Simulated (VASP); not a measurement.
A run of VASP 6.6.1 is set up as follows.

The input INCAR:

```
PREC = Accurate
ENCUT = 520
EDIFF = 1E-6
ISMEAR = 0
SIGMA = 0.1
LREAL = False
LASPH = True
NELM = 80
ALGO = Fast
ISIF = 2
LWAVE = False
LCHARG = False
GGA = PE
NBANDS = 41
```

The input KPOINTS:

```
regular mesh
0
Gamma
  12 12 12
```

Contents of POSCAR:

```
Ti5Si
1.0
    2.5489783152      1.4716533164      4.4669606929
   -2.5489783152      1.4716533164      4.4669606929
    0.0000000000     -2.9433066329      4.4669606929
Ti Si
5 1
Direct
    0.1513704212      0.1513704212      0.1513704212
    0.6035615475      0.3964384525      0.0000000000
    0.0000000000      0.6035615475      0.3964384525
    0.8486295788      0.8486295788      0.8486295788
    0.3964384525      0.0000000000      0.6035615475
    0.5000000000      0.5000000000      0.5000000000
```

Potentials or basis: VASP PAW PBE potentials, release 64 (Ti_sv, Si).

Launch:

```sh
$ cat potpaw_PBE.64/Ti_sv/POTCAR potpaw_PBE.64/Si/POTCAR > POTCAR
$ mpirun -np 1 vasp_std > vasp.out
```

(1) Estimate the band gap on the k mesh.

(2) What does it give for the largest force?

(3) Estimate the pressure.

## Answers

(1) zero (bands 32 and 33 overlap by 0.57 eV).

(2) 0.003 eV/Å.

(3) -3.2 GPa.

Caveat: the cell stands under tension.
